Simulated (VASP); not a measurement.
Crystal: Te2Mo.

```
Mo Te
1.0
     1.73794    1.02388    7.10414
    -1.73794    1.02388    7.10414
     0.00000   -2.04776    7.10414
Mo Te
1 2
Direct
  0.00095 0.00095 0.99798
  0.41739 0.41739 0.41916
  0.24832 0.24832 0.24953
```

This cell differs from its parent crystal: uniaxial x strain -2.0%.

Base run:

* Program: VASP 6.6.1
* Functional: PBE
* Potentials or basis: VASP PAW PBE potentials, release 64 (Mo_sv, Te)
* Cutoff: 500 eV
* k mesh: 8 × 8 × 8
* Occupations: fermi-dirac, width 0.02 eV
* Spin: no spin polarisation

Its results: band gap on the k mesh 0.92 eV (least direct gap 1.32 eV); pressure 3.2 GPa; largest force 0.220 eV/Å.

Q: The run is repeated on the same cell with these changes: functional from PBE to r2SCAN; cutoff from 500 eV to 550 eV; occupations from fermi-dirac, width 0.02 eV to gaussian, width 0.01 eV. What comes out?

A: Band gap on the k mesh 1.04 eV (least direct gap 1.41 eV); pressure 2.6 GPa; largest force 0.007 eV/Å.

Caveats: spin-orbit coupling is left out, which moves the levels of the heavy elements; the cell stands under pressure (at least some runs); the PAW data sets were made with another functional, which shifts forces and pressure a little (at least some runs).

A k mesh can miss the band edges.
